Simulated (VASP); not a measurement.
Ti:

```
Ti
1.0
     2.81463    0.00000    0.00000
    -1.40732    2.43754    0.00000
     0.00000    0.00000    4.55970
Ti
2
Direct
  0.33333 0.66667 0.25000
  0.66667 0.33333 0.75000
```

```yaml
Program: VASP 6.6.1
Task: relaxation of cell and atoms
Functional: PBE
Potentials_or_basis: VASP PAW PBE potentials, release 64 (Ti_sv)
Cutoff: 600 eV
k_mesh: 13 × 13 × 7
Occupations: fermi-dirac, width 0.05 eV
Spin: no spin polarisation
```

At the start: pressure 13.8 GPa; volume 15.64 Å³/atom.

Question: How do energy, volume and symmetry change on relaxing?

Answer: Over 10 steps the energy falls by 69.8 meV/atom and the volume is 17.36 Å³/atom (+11.0 %); space group P6_3/mmc (No. 194, to 0.05 Å).

The path:
| step | energy change (eV) | largest force (eV/Å) | pressure (GPa) | volume (Å³) |
| --- | --- | --- | --- | --- |
| 1 | 0.0000 | 0.0000 | 13.78 | 31.28 |
| 2 | -0.0556 | 0.0000 | -8.10 | 37.78 |
| 3 | -0.1373 | 0.0000 | -0.15 | 34.75 |
| 4 | -0.1373 | 0.0000 | 0.07 | 34.68 |
| 5 | -0.1391 | 0.0000 | 0.09 | 34.67 |
| 6 | -0.1396 | 0.0000 | 0.12 | 34.67 |
| 7 | -0.1397 | 0.0000 | 0.13 | 34.67 |
| 8 | -0.1397 | 0.0000 | 0.13 | 34.67 |
| 9 | -0.1397 | 0.0000 | -0.09 | 34.75 |
| 10 | -0.1397 | 0.0000 | 0.00 | 34.71 |

Final structure:
```
CELL_PARAMETERS angstrom
2.93625 0.00000 0.00000
-1.46812 2.54287 0.00000
0.00000 0.00000 4.64882
ATOMIC_POSITIONS crystal
Ti 0.33333 0.66667 0.25000
Ti 0.66667 0.33333 0.75000
```
